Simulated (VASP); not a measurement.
Input of a VASP 6.6.1 run:

File INCAR:

```
SYSTEM = KF
PREC = Accurate
ENCUT = 520
EDIFF = 1E-7
ISMEAR = -1
SIGMA = 0.05
LREAL = .False.
LASPH = .True.
NELM = 80
ALGO = Normal
ISIF = 2
LWAVE = .False.
LCHARG = .True.
GGA = PE
LELF = .True.
LVHAR = .True.
NBANDS = 15
```

File KPOINTS:

```
Automatic mesh
0
Gamma
  9 9 9
  0 0 0
```

POSCAR

```
KF
1.0
    0.0000000000      2.6718500000      2.6718500000
    2.6718500000      0.0000000000      2.6718500000
    2.6718500000      2.6718500000      0.0000000000
K F
1 1
Direct
    0.0000000000      0.0000000000      0.0000000000
    0.5000000000      0.5000000000      0.5000000000
```

Potentials or basis: VASP PAW PBE potentials, release 64 (K_sv, F).

Launch:

```bash
$ cat potpaw_PBE.64/K_sv/POTCAR potpaw_PBE.64/F/POTCAR > POTCAR
$ mpirun -np 1 vasp_std > vasp.out
```

Task: Predict the band gap on the k mesh.

Result: 6.17 eV, direct.

Task: Predict the pressure.

Result: 1.4 GPa.

A k mesh can miss the band edges.
